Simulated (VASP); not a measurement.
Au: single point with PBE

The system is Au, a slab with vacuum.

```
Au
1.0
     2.89277    0.00000    0.00000
     0.00000    2.89277    0.00000
     0.00000    0.00000   25.22750
Au
6
Direct
  0.50000 0.50000 0.29729
  0.00000 0.00000 0.37838
  0.50000 0.50000 0.45946
  0.00000 0.00000 0.54054
  0.50000 0.50000 0.62162
  0.00000 0.00000 0.70271
```

```yaml
Program: VASP 6.6.1
Task: single point
Functional: PBE
Potentials_or_basis: VASP PAW PBE potentials, release 64 (Au)
Cutoff: 520 eV
k_mesh: 9 × 9 × 1
Occupations: fermi-dirac, width 0.05 eV
Spin: no spin polarisation
Dipole_correction: yes
Further_INCAR_settings: ALGO = Normal; EDIFF = 1e-06; NBANDS = 42
```

* Largest force: 0.218 eV/Å
* Band gap on the k mesh: zero (band 33 reaches 4.21 eV, above the bottom of band 34 at 0.25 eV)

Forces in eV/Å, atoms in the order of the input:
```
Au   0.000  0.000 -0.218
Au   0.000  0.000 -0.125
Au   0.000  0.000 -0.006
Au   0.000  0.000  0.006
Au   0.000  0.000  0.125
Au   0.000  0.000  0.218
```

Levels at points of the mesh, in eV from the Fermi level:
```tsv
k point	band 30	band 31	band 32	band 33	band 34	band 35	band 36	band 37	band 38	band 39
(0.00, 0.00, 0.00)	-1.90	-1.78	-1.75	-1.73	-1.58	-1.58	0.35	1.43	4.96	5.10
```

It took 2.3 min on 1 thread of Intel Xeon 6975P-C, with other jobs on the host, peak memory 0.36 GiB.

Caveat: spin-orbit coupling is left out, which moves the levels of the heavy elements.
